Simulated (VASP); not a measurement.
# SiO2 (P4_12_12) in VASP: further runs, part 2 of 2

VASP 6.6.1. The steps go on from the part before.

**3. Single point, LDA**

INCAR

```
ALGO = Normal
EDIFF = 1E-6
ENCUT = 600
GGA = CA
GGA_COMPAT = False
ISIF = 2
ISMEAR = 0
LASPH = True
LCHARG = False
LREAL = False
LWAVE = False
NBANDS = 44
NELM = 120
PREC = Accurate
SIGMA = 0.1
```

KPOINTS

```
k-points
0
Gamma
  4 4 4
```

POSCAR

```
SiO2
1.0
    4.9877000000      0.0000000000      0.0000000000
    0.0000000000      4.9877000000      0.0000000000
    0.0000000000      0.0000000000      6.9697000000
Si O
4 8
Direct
    0.2949000000      0.2949000000      0.0000000000
    0.2051000000      0.7949000000      0.2500000000
    0.7051000000      0.7051000000      0.5000000000
    0.7949000000      0.2051000000      0.7500000000
    0.2416000000      0.0968000000      0.1747000000
    0.4032000000      0.7416000000      0.4247000000
    0.7584000000      0.9032000000      0.6747000000
    0.5968000000      0.2584000000      0.9247000000
    0.7416000000      0.4032000000      0.5753000000
    0.9032000000      0.7584000000      0.3253000000
    0.2584000000      0.5968000000      0.0753000000
    0.0968000000      0.2416000000      0.8253000000
```

Potentials or basis: VASP PAW LDA potentials, release 64 (Si, O).

The run is started by

```
> cat potpaw_LDA.64/Si/POTCAR potpaw_LDA.64/O/POTCAR > POTCAR
> mpirun -np 1 vasp_std > vasp.out
```

OUTCAR:

```text
EDIFF = 1E-6
   ENCUT = 600
   GGA = CA
   ISIF = 2
   ISMEAR = 0
   LASPH = True
   LREAL = False
   NELM = 120
   PREC = Accurate

 ion  position               nearest neighbor table
   1  0.295  0.295  0.000-   5 1.59  12 1.59  11 1.60   8 1.60   2 3.08   4 3.08   2 3.08   4 3.08

   2  0.205  0.795  0.250-   6 1.59  11 1.59  10 1.60   5 1.60   1 3.08   3 3.08   1 3.08   3 3.08

   3  0.705  0.705  0.500-   7 1.59  10 1.59   9 1.60   6 1.60   2 3.08   4 3.08   4 3.08   2 3.08

   4  0.795  0.205  0.750-   8 1.59   9 1.59   7 1.60  12 1.60   1 3.08   3 3.08   3 3.08   1 3.08

   5  0.242  0.097  0.175-   1 1.59   2 1.60
   6  0.403  0.742  0.425-   2 1.59   3 1.60
   7  0.758  0.903  0.675-   3 1.59   4 1.60
   8  0.597  0.258  0.925-   4 1.59   1 1.60
   9  0.742  0.403  0.575-   4 1.59   3 1.60
  10  0.903  0.758  0.325-   3 1.59   2 1.60
  11  0.258  0.597  0.075-   2 1.59   1 1.60
  12  0.097  0.242  0.825-   1 1.59   4 1.60

  LATTYP: Found a simple tetragonal cell.
 ALAT       =     4.9877000000
 C/A-ratio  =     1.3973775488

  Lattice vectors:

 A1 = (   4.9877000000,   0.0000000000,   0.0000000000)
 A2 = (   0.0000000000,   4.9877000000,   0.0000000000)
 A3 = (   0.0000000000,   0.0000000000,   6.9697000000)

Analysis of symmetry for initial positions (statically):
=====================================================================
 Subroutine PRICEL returns:
 Original cell was already a primitive cell.

 Routine SETGRP: Setting up the symmetry group for a
 simple tetragonal supercell.

 Subroutine GETGRP returns: Found  8 space group operations
 (whereof  2 operations were pure point group operations)
 out of a pool of 16 trial point group operations.

[... 154 lines left out ...]
   GGA     = CA    functional components
   LHFCALC =     F    Hartree Fock is set to
   AEXX    =    0.0000 exact exchange contribution
   IVDW    =     0    specifies the selected vdW correction
   LEPSILON=     F    determine dielectric tensor
   LRPA    =     F    only Hartree local field effects (RPA)
 non-spin polarized calculation
 Gauss-broadening in eV      SIGMA  =   0.10
  energy-cutoff  :      600.00
  volume of cell :      173.39
 maximum number of plane-waves:      5808
 NGX is ok and might be reduce to    40
   NGX = 19   NGY = 19   NGZ = 27

 number of electron      64.0000018 magnetization

 Free energy of the ion-electron system (eV)
  ---------------------------------------------------
  ext. energy  EPLUGINS =         0.00000000
  ---------------------------------------------------
  free energy    TOTEN  =      -103.73380978 eV

  energy without entropy =     -103.73380978  energy(sigma->0) =     -103.73380978

 E-fermi :   0.2461     XC(G=0):  -8.8994

 val. band max:       -0.1844860508   @ k =   0.0000   0.0000   0.0000
 cond. band min:       5.3745617174   @ k =   0.0000   0.0000   0.0000
 fundamental gap:      5.5590477682
 Fermi energy:         0.2460500041

 k-point     1 :       0.0000    0.0000    0.0000
  band No.  band energies     occupation
      1     -19.5240      2.00000
      2     -18.5818      2.00000
      3     -18.5818      2.00000
      4     -17.3307      2.00000
      5     -17.2935      2.00000
      6     -17.2834      2.00000
[... 835 lines left out ...]
     43      10.1966      0.00000
     44      10.1966      0.00000

------------------------ aborting loop because EDIFF is reached ----------------------------------------

  FORCE on cell =-STRESS in cart. coord.  units (eV):
  Direction    XX          YY          ZZ          XY          YZ          ZX
  --------------------------------------------------------------------------------------
  -------------------------------------------------------------------------------------
  Total        2.5844493      2.5844493      4.5174384      0.0000000      0.0000000      0.0000000
  in kB       23.8816249     23.8816249     41.7434255      0.0000000      0.0000000      0.0000000
  external PRESSURE =      29.8355584 kB  Pullay stress =       0.0000000 kB

 VOLUME and BASIS-vectors are now :
 -----------------------------------------------------------------------------
  energy-cutoff  :      600.00
  volume of cell :      173.39
      direct lattice vectors                 reciprocal lattice vectors
     4.987700000  0.000000000  0.000000000     0.200493213  0.000000000  0.000000000
     0.000000000  4.987700000  0.000000000     0.000000000  0.200493213  0.000000000
     0.000000000  0.000000000  6.969700000     0.000000000  0.000000000  0.143478198

 POSITION                                       TOTAL-FORCE (eV/Angst)
 -----------------------------------------------------------------------------------
      1.47087      1.47087      0.00000         0.349162      0.349162      0.000000
      1.02298      3.96472      1.74242        -0.349162      0.349162      0.000000
      3.51683      3.51683      3.48485        -0.349162     -0.349162      0.000000
      3.96472      1.02298      5.22727         0.349162     -0.349162      0.000000
      1.20503      0.48281      1.21761        -0.109337     -0.203166      0.394698
      2.01104      3.69888      2.96003         0.203166     -0.109337      0.394698
      3.78267      4.50489      4.70246         0.109337      0.203166      0.394698
      2.97666      1.28882      6.44488        -0.203166      0.109337      0.394698
      3.69888      2.01104      4.00967        -0.109337      0.203166     -0.394698
      4.50489      3.78267      2.26724         0.203166      0.109337     -0.394698
      1.28882      2.97666      0.52482         0.109337     -0.203166     -0.394698
      0.48281      1.20503      5.75209        -0.203166     -0.109337     -0.394698
 -----------------------------------------------------------------------------------
    total drift:                               -0.000000      0.000000      0.000000

  FREE ENERGIE OF THE ION-ELECTRON SYSTEM (eV)
  ---------------------------------------------------
  free  energy   TOTEN  =      -103.7338097834 eV

  energy  without entropy=     -103.7338097834  energy(sigma->0) =     -103.73380978
```

OSZICAR:

```text
N       E                     dE             d eps       ncg     rms          rms(c)
DAV:   1     0.427915727886E+03    0.42792E+03   -0.35367E+04  1584   0.148E+03
DAV:   2    -0.839509989011E+02   -0.51187E+03   -0.49364E+03  2020   0.323E+02
DAV:   3    -0.117275228696E+03   -0.33324E+02   -0.33168E+02  1928   0.879E+01
DAV:   4    -0.117724259054E+03   -0.44903E+00   -0.44817E+00  1960   0.112E+01
DAV:   5    -0.117732281188E+03   -0.80221E-02   -0.80157E-02  1952   0.147E+00    0.310E+01
DAV:   6    -0.104137957323E+03    0.13594E+02   -0.52004E+01  1828   0.330E+01    0.154E+01
DAV:   7    -0.103881832620E+03    0.25612E+00   -0.14496E+00  1860   0.505E+00    0.534E+00
DAV:   8    -0.103753585811E+03    0.12825E+00   -0.86229E-02  1964   0.172E+00    0.203E+00
DAV:   9    -0.103732439105E+03    0.21147E-01   -0.33197E-02  1984   0.107E+00    0.309E-01
DAV:  10    -0.103733840341E+03   -0.14012E-02   -0.35982E-03  1860   0.291E-01    0.112E-01
DAV:  11    -0.103733800387E+03    0.39954E-04   -0.96090E-04  1912   0.161E-01    0.194E-02
DAV:  12    -0.103733806772E+03   -0.63845E-05   -0.24882E-05  1896   0.244E-02    0.112E-02
DAV:  13    -0.103733809473E+03   -0.27013E-05   -0.84882E-06  1696   0.132E-02    0.500E-03
DAV:  14    -0.103733809783E+03   -0.31048E-06   -0.39252E-07  1364   0.343E-03
   1 F= -.10373381E+03 E0= -.10373381E+03  d E =-.785487E-11
```

Wall time 3.5 min (1 thread of Oxide Virtual Turin-like, shared host); peak memory 0.25 GiB.

What came out:

| Quantity | Value |
| --- | --- |
| Free energy | -103.7338 eV |
| Pressure | 3.0 GPa |
| Largest force | 0.494 eV/Å |
| Band gap on the k mesh | 5.56 eV |

Forces on the atoms (eV/Å):
```
Si   0.349  0.349  0.000
Si  -0.349  0.349  0.000
Si  -0.349 -0.349  0.000
Si   0.349 -0.349  0.000
O   -0.109 -0.203  0.395
O    0.203 -0.109  0.395
O    0.109  0.203  0.395
O   -0.203  0.109  0.395
O   -0.109  0.203 -0.395
O    0.203  0.109 -0.395
O    0.109 -0.203 -0.395
O   -0.203 -0.109 -0.395
```

A k mesh can miss the band edges. LDA gaps usually lie below the measured ones, often by a third to a half.

**4. Single point, LDA**

This run uses another cell than the first one, of 13.99 Å³/atom.

INCAR

```
SYSTEM = SiO2
PREC = Accurate ; ENCUT = 600
EDIFF = 1E-6 ; ISMEAR = 0
SIGMA = 0.02 ; LREAL = .FALSE.
LASPH = .TRUE. ; NELM = 120
ALGO = Normal ; ISIF = 2
LWAVE = .FALSE. ; LCHARG = .FALSE.
GGA = CA ; NBANDS = 44
GGA_COMPAT = .FALSE.
```

KPOINTS

```
Automatic mesh
0
G
  6 6 6
  0 0 0
```

POSCAR

```
SiO2
1.0
    4.9440140999      0.0000000000      0.0000000000
    0.0000000000      4.9440140999      0.0000000000
    0.0000000000      0.0000000000      6.8697900956
Si O
4 8
Direct
    0.3044751129      0.3044751129      0.0000000000
    0.1955248871      0.8044751129      0.2500000000
    0.6955248871      0.6955248871      0.5000000000
    0.8044751129      0.1955248871      0.7500000000
    0.2372563182      0.1135619541      0.1834545447
    0.3864380459      0.7372563182      0.4334545447
    0.7627436818      0.8864380459      0.6834545447
    0.6135619541      0.2627436818      0.9334545447
    0.7372563182      0.3864380459      0.5665454553
    0.8864380459      0.7627436818      0.3165454553
    0.2627436818      0.6135619541      0.0665454553
    0.1135619541      0.2372563182      0.8165454553
```

The run is started by

```
> cat potpaw_LDA.64/Si/POTCAR potpaw_LDA.64/O/POTCAR > POTCAR
> mpirun -np 1 vasp_std > vasp.out
```

Wall time 6.8 min (1 thread of Oxide Virtual Turin-like, shared host); peak memory 0.35 GiB.

Results (log left out):

```
Free energy            : -103.7803 eV
Pressure               : 0.2 GPa
Largest force          : 0.029 eV/Å
Band gap on the k mesh : 5.55 eV
```

Forces in eV/Å, atoms in the order of the input:
```
Si   0.021  0.021  0.000
Si  -0.021  0.021  0.000
Si  -0.021 -0.021  0.000
Si   0.021 -0.021  0.000
O   -0.001  0.010  0.007
O   -0.010 -0.001  0.007
O    0.001 -0.010  0.007
O    0.010  0.001  0.007
O   -0.001 -0.010 -0.007
O   -0.010  0.001 -0.007
O    0.001  0.010 -0.007
O    0.010 -0.001 -0.007
```

Levels at points of the mesh, in eV from the valence-band top:
```tsv
k point	band 28	band 29	band 30	band 31	band 32	band 33	band 34	band 35	band 36	band 37
(0.00, 0.00, 0.00)	-1.29	-0.69	-0.32	-0.32	0.00	5.55	8.61	8.61	9.14	9.14
(0.50, 0.00, 0.00)	-1.01	-0.66	-0.66	-0.50	-0.50	7.62	7.62	9.02	9.02	9.67
(0.50, 0.50, 0.00)	-1.33	-0.60	-0.60	-0.54	-0.54	8.54	8.54	8.69	8.69	9.51
(0.00, 0.00, 0.50)	-0.88	-0.56	-0.56	-0.39	-0.39	6.83	6.83	9.16	9.16	9.53
(0.50, 0.00, 0.50)	-1.02	-0.94	-0.94	-0.18	-0.18	8.00	8.00	8.78	8.78	9.11
(0.50, 0.50, 0.50)	-1.36	-0.61	-0.61	-0.61	-0.61	9.04	9.04	9.04	9.04	9.64
```

A k mesh can miss the band edges. As with any semilocal functional, this LDA gap is likely too small.

**5. Overview**

```csv
task,cell,k mesh,smearing,gap on the mesh (eV),pressure (GPa),largest force (eV/Å)
relaxation of cell and atoms,"relaxed from a = 4.988, b = 4.988, c = 6.970 Å, 12 atoms, atomic positions A",6 × 6 × 6,gaussian 0.02 eV,5.57,0.0,-
single point,"a = 4.988, b = 4.988, c = 6.970 Å, 12 atoms, atomic positions A",4 × 4 × 4,gaussian 0.1 eV,5.56,3.0,0.49
single point,"a = 4.944, b = 4.944, c = 6.870 Å, 12 atoms, atomic positions B",6 × 6 × 6,gaussian 0.02 eV,5.55,0.2,0.03
```

Alike in all rows: level LDA; potentials or basis VASP PAW LDA potentials, release 64 (Si, O); no spin polarisation; cutoff (eV) 600.

Absolute energies hang on the potentials; compare differences alone.
